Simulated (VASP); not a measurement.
Crystal: CdF2.

```
Cd F
1.0
     0.00000    2.70052    2.70052
     2.70052    0.00000    2.70052
     2.70052    2.70052    0.00000
Cd F
1 2
Direct
  0.84250 0.05250 0.05250
  0.40750 0.19750 0.19750
  0.75000 0.75000 0.75000
```

This cell differs from its parent crystal: shortest bond scaled by 0.58.

Base run:

- Program: VASP 6.6.1
- Functional: PBE
- Potentials or basis: VASP PAW PBE potentials, release 64 (Cd, F)
- Cutoff: 520 eV
- k mesh: 7 × 7 × 7
- Occupations: fermi-dirac, width 0.03 eV
- Spin: no spin polarisation

Its results: band gap on the k mesh 1.07 eV (least direct gap 2.24 eV); pressure 150.2 GPa; largest force 74.109 eV/Å.

Q: The run is repeated on the same cell with these changes: further incar settings from ALGO = Normal; EDIFF = 1e-08; NBANDS = 20 to ALGO = Normal; EDIFF = 1e-07; NBANDS = 20; dispersion from none to D4. What comes out?

A: Band gap on the k mesh 1.07 eV (least direct gap 2.24 eV); pressure 148.0 GPa; largest force 74.093 eV/Å.

Caveats: atoms lie so close that the PAW spheres overlap strongly, which falsifies energies and pressures; the cell stands under pressure; an odd mesh through Γ misses points on the zone boundary, where band edges can lie; forces of over 1 eV/Å act on the atoms, so gaps and moduli don't describe the material at rest.
